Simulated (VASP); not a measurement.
Here is a VASP 6.6.1 calculation.

POSCAR

```
MgO
1.0
    2.6010506602      0.0000000000      0.0000000000
    0.0000000000      2.6010506602      0.0000000000
    0.0000000000      0.0000000000      2.6183176627
Mg O
1 1
Direct
    0.0000000000      0.0000000000      0.0000000000
    0.5000000000      0.5000000000      0.5000000000
```

The input INCAR.step1:

```
ALGO = Normal
EDIFF = 1E-5
ENCUT = 660
GGA = PE
GGA_COMPAT = False
ISMEAR = 0
LASPH = True
LCHARG = False
LREAL = False
LWAVE = True
NBANDS = 15
NELM = 120
PREC = Accurate
SIGMA = 0.01
```

INCAR.step2

```
ALGO = Normal
EDIFF = 1E-6
ENCUT = 660
GGA_COMPAT = False
ISIF = 2
ISMEAR = 0
ISTART = 1
LASPH = True
LCHARG = True
LELF = True
LMIXTAU = True
LREAL = False
LVHAR = True
LWAVE = False
METAGGA = R2SCAN
NBANDS = 15
NELM = 120
PREC = Accurate
SIGMA = 0.01
```

Contents of KPOINTS:

```
k-points
0
Gamma
  10 10 10
```

Potentials or basis: VASP PAW PBE potentials, release 64 (Mg_sv, O).

The run is started by

```sh
$ cat potpaw_PBE.64/Mg_sv/POTCAR potpaw_PBE.64/O/POTCAR > POTCAR
$ cp INCAR.step1 INCAR
$ mpirun -np 1 vasp_std > vasp.out
$ cp INCAR.step2 INCAR
$ mpirun -np 1 vasp_std > vasp.out
```

**Question.** Predict the band gap on the k mesh.

**Answer.** 3.69 eV, indirect (least direct gap 4.76 eV).

**Question.** Estimate the pressure.

**Answer.** 3.1 GPa.

Stress tensor (GPa, compression positive):
```
 4.65  0.00  0.00
 0.00  4.65  0.00
 0.00  0.00 -0.15
```

Caveat: the cell differs from its parent crystal (epitaxial xy strain -0.9%); the PAW data sets were made with another functional, which shifts forces and pressure a little. A k mesh can miss the band edges.
